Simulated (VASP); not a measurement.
# Ti (P6/mmm) in VASP: notebook

Runs on Ti. Level: r2SCAN. Tasks: single point, relaxation of cell and atoms.

All numbers are computed with VASP 6.6.1; they aren't measurements. Logs are shortened: lines on timing, memory, paths and dates and some standing lists are left out, and cuts for length are marked.

**1. The cell of the first run**

The structure is hexagonal, space group P6/mmm (No. 191). Conventional cell: a = 4.568 Å, b = 4.568 Å, c = 2.826 Å, α = 90.00°, β = 90.00°, γ = 120.00°. Within 3.7 Å of Ti (site symmetry 6/mmm) lie 14 Ti at 2.83 to 2.99 Å. Ti (site symmetry -6m2) has 11 Ti at 2.64 to 2.99 Å within 3.5 Å.

This isn't the form of Ti at room conditions, which is hcp.

**2. Single point, r2SCAN**

The input, POSCAR:

```
Ti
1.0
    4.5676171171      0.0000000000      0.0000000000
   -2.2838085585      3.9556724582      0.0000000000
    0.0000000000      0.0000000000      2.8258231943
Ti
3
Direct
    0.0000000000      0.0000000000      0.0000000000
    0.3333333333      0.6666666667      0.5000000000
    0.6666666667      0.3333333333      0.5000000000
```

The input, INCAR.step1:

```
ALGO = Normal
EDIFF = 1E-4
ENCUT = 520
GGA = PE
ISMEAR = -1
LASPH = True
LCHARG = False
LREAL = False
LWAVE = True
NBANDS = 25
NELM = 100
PREC = Accurate
SIGMA = 0.1
```

The input, INCAR.step2:

```
ALGO = Normal
EDIFF = 1E-6
ENCUT = 520
ISIF = 2
ISMEAR = -1
ISTART = 1
LASPH = True
LCHARG = False
LMIXTAU = True
LREAL = False
LWAVE = False
METAGGA = R2SCAN
NBANDS = 25
NELM = 100
PREC = Accurate
SIGMA = 0.1
```

The input, KPOINTS:

```
k-points
0
Gamma
  8 8 11
```

Potentials or basis: VASP PAW PBE potentials, release 64 (Ti_sv).

The run is started by

```
> cat potpaw_PBE.64/Ti_sv/POTCAR > POTCAR
> cp INCAR.step1 INCAR
> mpirun -np 1 vasp_std > vasp.out
> cp INCAR.step2 INCAR
> mpirun -np 1 vasp_std > vasp.out
```

OUTCAR:

```text
EDIFF = 1E-6
   ENCUT = 520
   ISIF = 2
   ISMEAR = -1
   ISTART = 1
   LASPH = True
   LREAL = False
   METAGGA = R2SCAN
   NELM = 100
   PREC = Accurate

 ion  position               nearest neighbor table
   1  0.000  0.000  0.000-
   2  0.333  0.667  0.500-   3 2.64   3 2.64   3 2.64
   3  0.667  0.333  0.500-   2 2.64   2 2.64   2 2.64

  LATTYP: Found a hexagonal cell.
 ALAT       =     4.5676171171
 C/A-ratio  =     0.6186646389

  Lattice vectors:

 A1 = (   4.5676171171,   0.0000000000,   0.0000000000)
 A2 = (  -2.2838085585,   3.9556724582,   0.0000000000)
 A3 = (   0.0000000000,   0.0000000000,   2.8258231943)

Analysis of symmetry for initial positions (statically):
=====================================================================
 Subroutine PRICEL returns:
 Original cell was already a primitive cell.

 Routine SETGRP: Setting up the symmetry group for a
 hexagonal supercell.

 Subroutine GETGRP returns: Found 24 space group operations
 (whereof 24 operations were pure point group operations)
 out of a pool of 24 trial point group operations.

The static configuration has the point symmetry D_6h.

Analysis of symmetry for dynamics (positions and initial velocities):
=====================================================================
 Subroutine PRICEL returns:
 Original cell was already a primitive cell.

 Routine SETGRP: Setting up the symmetry group for a
 hexagonal supercell.

 Subroutine GETGRP returns: Found 24 space group operations
 (whereof 24 operations were pure point group operations)
 out of a pool of 24 trial point group operations.

The dynamic configuration has the point symmetry D_6h.

 Subroutine INISYM returns: Found 24 space group operations
 (whereof 24 operations are pure point group operations),
 and found     1 'primitive' translations

----------------------------------------------------------------------------------------

                                     Primitive cell

  volume of cell :      51.0570

  direct lattice vectors                    reciprocal lattice vectors
     4.567617117  0.000000000  0.000000000     0.218932536  0.126400759  0.000000000
[... 76 lines left out ...]
   NGX,Y,Z   is equivalent  to a cutoff of  13.10, 13.10, 14.12 a.u.
   NGXF,Y,Z  is equivalent  to a cutoff of  26.21, 26.21, 28.24 a.u.
 SYSTEM =  unknown system
   PREC   = accura    normal or accurate (medium, high low for compatibility)
   ISTART =      1    job   : 0-new  1-cont  2-samecut
   ICHARG =      0    charge: 1-file 2-atom 10-const
   ISPIN  =      1    spin polarized calculation?
   LNONCOLLINEAR =      F non collinear calculations
   LSORBIT =      F    spin-orbit coupling
   LASPH  =      T    aspherical Exc in radial PAW
   ENCUT  =  520.0 eV  38.22 Ry    6.18 a.u.   8.49  8.49  5.25*2*pi/ulx,y,z
   NELM   =    100;   NELMIN=  2; NELMDL=  0     # of ELM steps
   EDIFF  = 0.1E-05   stopping-criterion for ELM
   LREAL  =      F    real-space projection
   EDIFFG = 0.1E-04   stopping-criterion for IOM
   NSW    =      0    number of steps for IOM
   IBRION =     -1    ionic relax: 0-MD 1-quasi-New 2-CG
   NFREE  =      0    steps in history (QN), initial steepest desc. (CG)
   ISIF   =      2    stress and relaxation
   ISYM   =      2    0-nonsym 1-usesym 2-fastsym
   POTIM  = 0.5000    time-step for ionic-motion
   TEBEG  =    0.0;   TEEND  =   0.0 temperature during run
   PSTRESS=    0.0 pullay stress
   NELECT =      36.0000    total number of electrons
   NUPDOWN=      -1.0000    fix difference up-down
   EMIN   =  10.00;   EMAX   =-10.00  energy-range for DOS
   EFERMI =   0.00;   METHOD = LEGACY
   ISMEAR =    -1;   SIGMA  =   0.10  broadening in eV -4-tet -1-fermi 0-gaus
   EFERMI_NEDOS =   21; number of points for ismear=-14 and -15
   IALGO  =     38    algorithm
   IMIX   =      4    mixing-type and parameters
     AMIX     =   0.40;   BMIX     =  1.00
     AMIX_MAG =   1.60;   BMIX_MAG =  1.00
  volume/ion in A,a.u.               =      17.02       114.85
  Fermi-wavevector in a.u.,A,eV,Ry     =   1.457104  2.753528 28.887253  2.123153
  Thomas-Fermi vector in A             =   2.573945
   LORBIT       =      0    0 simple, 1 ext, 2 COOP (PROOUT), +10 PAW based schemes
   METAGGA = R2SCAN    functional components
   LHFCALC =     F    Hartree Fock is set to
   AEXX    =    0.0000 exact exchange contribution
   IVDW    =     0    specifies the selected vdW correction
   LEPSILON=     F    determine dielectric tensor
   LRPA    =     F    only Hartree local field effects (RPA)
 non-spin polarized calculation
  energy-cutoff  :      520.00
  volume of cell :       51.06
 maximum number of plane-waves:      1402
 NGX is ok and might be reduce to    36
   NGX = 17   NGY = 17   NGZ = 11

 number of electron      35.9999989 magnetization

 Free energy of the ion-electron system (eV)
  ---------------------------------------------------
  ext. energy  EPLUGINS =         0.00000000
  ---------------------------------------------------
  free energy    TOTEN  =       -38.93911644 eV

  energy without entropy =      -38.85134063  energy(sigma->0) =      -38.89522853

 E-fermi :   8.4901     XC(G=0): -12.5024

 val. band max:        8.4863967115   @ k =   0.2500   0.2500   0.0000
 cond. band min:       8.4947238173   @ k =   0.2500   0.1250   0.0000
 fundamental gap:      0.0083271059
 Fermi energy:         8.4900883122

 k-point     1 :       0.0000    0.0000    0.0000
  band No.  band energies     occupation
      1     -50.7264      2.00000
      2     -50.4953      2.00000
      3     -50.3290      2.00000
      4     -25.9935      2.00000
      5     -25.9935      2.00000
      6     -25.9428      2.00000
[... 661 lines left out ...]
     24      10.8212      0.00000
     25      11.1873      0.00000

 [... further k-points ...]
[... 5 lines left out ...]
  --------------------------------------------------------------------------------------
  -------------------------------------------------------------------------------------
  Total        0.1162524      0.1162524      0.1027964      0.0000000     -0.0000000     -0.0000000
  in kB        3.6480213      3.6480213      3.2257709      0.0000000     -0.0000000     -0.0000000
  external PRESSURE =       3.5072711 kB  Pullay stress =       0.0000000 kB

 VOLUME and BASIS-vectors are now :
 -----------------------------------------------------------------------------
  energy-cutoff  :      520.00
  volume of cell :       51.06
      direct lattice vectors                 reciprocal lattice vectors
     4.567617117  0.000000000  0.000000000     0.218932536  0.126400759  0.000000000
    -2.283808559  3.955672458  0.000000000     0.000000000  0.252801517  0.000000000
     0.000000000  0.000000000  2.825823194     0.000000000  0.000000000  0.353879182

 POSITION                                       TOTAL-FORCE (eV/Angst)
 -----------------------------------------------------------------------------------
      0.00000      0.00000      0.00000        -0.000000      0.000000      0.000000
     -0.00000      2.63711      1.41291        -0.000000      0.000000     -0.000000
      2.28381      1.31856      1.41291         0.000000     -0.000000      0.000000
 -----------------------------------------------------------------------------------
    total drift:                                0.000000     -0.000000     -0.000000

  FREE ENERGIE OF THE ION-ELECTRON SYSTEM (eV)
  ---------------------------------------------------
  free  energy   TOTEN  =       -38.9391164399 eV

  energy  without entropy=      -38.8513406262  energy(sigma->0) =      -38.89522853
```

OUTCAR.step1:

```text
EDIFF = 1E-4
   ENCUT = 520
   GGA = PE
   ISMEAR = -1
   LASPH = True
   LREAL = False
[... 896 lines left out ...]
      0.00000      0.00000      0.00000         0.000000      0.000000      0.000000
     -0.00000      2.63711      1.41291        -0.000000      0.000000     -0.000000
      2.28381      1.31856      1.41291         0.000000     -0.000000      0.000000
 -----------------------------------------------------------------------------------
    total drift:                                0.000000      0.000000     -0.000000

  FREE ENERGIE OF THE ION-ELECTRON SYSTEM (eV)
  ---------------------------------------------------
  free  energy   TOTEN  =       -23.5707232443 eV

  energy  without entropy=      -23.4669377240  energy(sigma->0) =      -23.51883048
```

It took 6.1 min on 1 thread of Intel Xeon 8259CL, shared host; peak memory 0.21 GiB.

What came out:

- Free energy: -38.9391 eV
- Pressure: 0.4 GPa
- Band gap on the k mesh: zero (bands 18 and 19 overlap by 0.21 eV)

Caveat: the PAW data sets were made with another functional, which shifts forces and pressure a little.

**3. Relaxation of cell and atoms, r2SCAN, target pressure 8 GPa, at which the enthalpy is minimised**

This run uses another cell than the first one, of 17.23 Å³/atom.

The input, POSCAR:

```
Ti
1.0
    4.6000000000      0.0000000000      0.0000000000
   -2.3000000000      3.9837168600      0.0000000000
    0.0000000000      0.0000000000      2.8200000000
Ti
3
Direct
    0.0000000000      0.0000000000      0.0000000000
    0.3333333333      0.6666666667      0.5000000000
    0.6666666667      0.3333333333      0.5000000000
```

The input, INCAR.step1:

```
SYSTEM = Ti
PREC     = Accurate       ! precision mode
ENCUT    = 600            ! plane-wave cutoff, eV
ISMEAR   = -1             ! smearing method
SIGMA    = 0.1            ! smearing width, eV
LREAL    = .False.        ! projectors in reciprocal space
LASPH    = .True.         ! aspherical terms in the spheres
NELM     = 80             ! most SCF steps
GGA      = PE             ! functional
ALGO     = Normal         ! electronic algorithm
EDIFF    = 1E-4           ! SCF threshold, eV
LWAVE    = .True.         ! write WAVECAR
LCHARG   = .False.        ! write CHGCAR
```

The input, INCAR.step2:

```
SYSTEM = Ti
PREC     = Accurate       ! precision mode
ENCUT    = 600            ! plane-wave cutoff, eV
EDIFF    = 1E-6           ! SCF threshold, eV
ISMEAR   = -1             ! smearing method
SIGMA    = 0.1            ! smearing width, eV
LREAL    = .False.        ! projectors in reciprocal space
LASPH    = .True.         ! aspherical terms in the spheres
NELM     = 80             ! most SCF steps
ALGO     = Normal         ! electronic algorithm
ISIF     = 3              ! what is computed and relaxed
LWAVE    = .False.        ! write WAVECAR
LCHARG   = .False.        ! write CHGCAR
METAGGA  = R2SCAN         ! meta-GGA
LMIXTAU  = .True.       
IBRION   = 2              ! ionic algorithm
NSW      = 80             ! ionic steps
EDIFFG   = -0.01          ! ionic threshold
PSTRESS  = 80.0         
ISTART   = 1
```

The input, KPOINTS:

```
regular mesh
0
Gamma
  8 8 11
  0 0 0
```

Potentials or basis: VASP PAW PBE potentials, release 64 (Ti_sv).

The run is started by

```
> cat potpaw_PBE.64/Ti_sv/POTCAR > POTCAR
> cp INCAR.step1 INCAR
> mpirun -np 1 vasp_std > vasp.out
> cp INCAR.step2 INCAR
> mpirun -np 1 vasp_std > vasp.out
```

OUTCAR:

```text
SYSTEM = Ti
   PREC = Accurate
   ENCUT = 600
   EDIFF = 1E-6
   ISMEAR = -1
   LREAL = .False.
   LASPH = .True.
   NELM = 80
   ISIF = 3
   METAGGA = R2SCAN
   IBRION = 2
   NSW = 80
   EDIFFG = -0.01
   PSTRESS = 80.0
   ISTART = 1

 ion  position               nearest neighbor table
   1  0.000  0.000  0.000-
   2  0.333  0.667  0.500-   3 2.66   3 2.66   3 2.66
   3  0.667  0.333  0.500-   2 2.66   2 2.66   2 2.66

  LATTYP: Found a hexagonal cell.
 ALAT       =     4.6000000000
 C/A-ratio  =     0.6130434783

  Lattice vectors:

 A1 = (   4.6000000000,   0.0000000000,   0.0000000000)
 A2 = (  -2.3000000000,   3.9837168600,   0.0000000000)
 A3 = (   0.0000000000,   0.0000000000,   2.8200000000)

[... 334 lines left out ...]

 Free energy of the ion-electron system (eV)
  ---------------------------------------------------
  ext. energy  EPLUGINS =         0.00000000
  ---------------------------------------------------
  free energy    TOTEN  =       -38.86579129 eV

  energy without entropy =      -38.78252845  energy(sigma->0) =      -38.82415987

 E-fermi :   9.1302     XC(G=0): -12.8054

 val. band max:        9.1232116538   @ k =   0.3750   0.1250   0.0909
 cond. band min:       9.1912336377   @ k =   0.2500   0.1250   0.0000
 fundamental gap:      0.0680219839
 Fermi energy:         9.1302099214

 k-point     1 :       0.0000    0.0000    0.0000
  band No.  band energies     occupation
      1     -49.9726      2.00000
      2     -49.7395      2.00000
      3     -49.5423      2.00000
      4     -25.2635      2.00000
      5     -25.2634      2.00000
      6     -25.2555      2.00000
[... 589 lines left out ...]
     21      10.0722      0.00016
     22      10.3428      0.00001

 [... further k-points ...]

------------------------ aborting loop because EDIFF is reached ----------------------------------------

  FORCE on cell =-STRESS in cart. coord.  units (eV):
  Direction    XX          YY          ZZ          XY          YZ          ZX
  --------------------------------------------------------------------------------------
  -------------------------------------------------------------------------------------
  Total        2.4147132      2.4147132      2.4149037      0.0000000      0.0000000      0.0000000
  in kB       80.2591642     80.2591644     80.2654958      0.0000000      0.0000000      0.0000000
  external PRESSURE =       0.2612748 kB  Pullay stress =      80.0000000 kB
[... 22 lines left out ...]
  energy  without entropy=      -38.7825284511  energy(sigma->0) =      -38.82415987

  enthalpy is  TOTEN    =       -36.4588753916 eV   P V=        2.4069158970

 reached required accuracy - stopping structural energy minimisation
```

OUTCAR.step1:

```text
SYSTEM = Ti
   PREC = Accurate
   ENCUT = 600
   ISMEAR = -1
   LREAL = .False.
   LASPH = .True.
   NELM = 80
[... 824 lines left out ...]
      0.00000      0.00000      0.00000         0.000000      0.000000      0.000000
     -0.00000      2.65581      1.41000        -0.000000      0.000000      0.000000
      2.30000      1.32791      1.41000         0.000000      0.000000     -0.000000
 -----------------------------------------------------------------------------------
    total drift:                               -0.000000      0.000000      0.000000

  FREE ENERGIE OF THE ION-ELECTRON SYSTEM (eV)
  ---------------------------------------------------
  free  energy   TOTEN  =       -23.5691806227 eV

  energy  without entropy=      -23.4627449992  energy(sigma->0) =      -23.51596281
```

OSZICAR.step1:

```text
N       E                     dE             d eps       ncg     rms          rms(c)
DAV:   1     0.444706512928E+03    0.44471E+03   -0.20823E+04  2640   0.222E+03
DAV:   2     0.253106297760E+02   -0.41940E+03   -0.41538E+03  2664   0.597E+02
DAV:   3    -0.221417345139E+02   -0.47452E+02   -0.46658E+02  5074   0.168E+02
DAV:   4    -0.265326244171E+02   -0.43909E+01   -0.43210E+01  3970   0.428E+01
DAV:   5    -0.267573757153E+02   -0.22475E+00   -0.22392E+00  4114   0.871E+00    0.148E+01
DAV:   6    -0.235471896792E+02    0.32102E+01   -0.11933E+01  3218   0.366E+01    0.368E+00
DAV:   7    -0.235511082328E+02   -0.39186E-02   -0.14365E+00  4046   0.993E+00    0.262E+00
DAV:   8    -0.235789963383E+02   -0.27888E-01   -0.62012E-01  3728   0.701E+00    0.253E+00
DAV:   9    -0.235822398765E+02   -0.32435E-02   -0.29068E-01  3596   0.659E+00    0.920E-01
DAV:  10    -0.235682646381E+02    0.13975E-01   -0.98329E-02  3676   0.307E+00    0.912E-02
DAV:  11    -0.235691177751E+02   -0.85314E-03   -0.92974E-03  3982   0.819E-01    0.152E-01
DAV:  12    -0.235691806227E+02   -0.62848E-04   -0.54627E-04  3314   0.247E-01
   1 F= -.23569181E+02 E0= -.23515963E+02  d E =-.106436E+00
```

It took 11 min on 1 thread of Intel Xeon 6975P-C (Granite Rapids), shared host; peak memory 0.24 GiB.

What came out:

```yaml
Free_energy: -38.8658 eV
Relaxed_volume: 16.07 Å³/atom
Relaxed_cell: a = 4.478 Å, b = 4.478 Å, c = 2.776 Å, α = 90.00°, β = 90.00°, γ = 120.00°
Space_group_after_relaxing_to_0.1_Å: P6/mmm (No. 191)
Energy_change_on_relaxing_the_run_minimises_the_enthalpy: +23.5 meV/atom
Ionic_steps: 5
Pressure_after_relaxing: 8.0 GPa
Band_gap_on_the_k_mesh: zero (bands 18 and 19 overlap by 0.26 eV)
```

Step by step:
```
step  energy change (eV)  largest force (eV/Å)  pressure (GPa)  volume (Å³)
   1              0.0000                0.0000           -1.00        51.68
   2              0.3652                0.0000           20.09        44.77
   3              0.0686                0.0000            7.97        48.26
   4              0.0719                0.0000            8.06        48.20
   5              0.0705                0.0000            8.03        48.20
```

Final structure:
```cif
data_structure
_symmetry_space_group_name_H-M 'P 1'
_symmetry_Int_Tables_number 1
_cell_length_a 4.4777
_cell_length_b 4.4777
_cell_length_c 2.7762
_cell_angle_alpha 90.000
_cell_angle_beta 90.000
_cell_angle_gamma 120.000
_cell_volume 48.20
loop_
_atom_site_label
_atom_site_type_symbol
_atom_site_fract_x
_atom_site_fract_y
_atom_site_fract_z
_atom_site_occupancy
Ti1 Ti 0.00000 0.00000 0.00000 1
Ti2 Ti 0.33333 0.66667 0.50000 1
Ti3 Ti 0.66667 0.33333 0.50000 1
```

Caveat: the cell is relaxed towards a set pressure, so the run minimises the enthalpy, not the energy; the PAW data sets were made with another functional, which shifts forces and pressure a little.
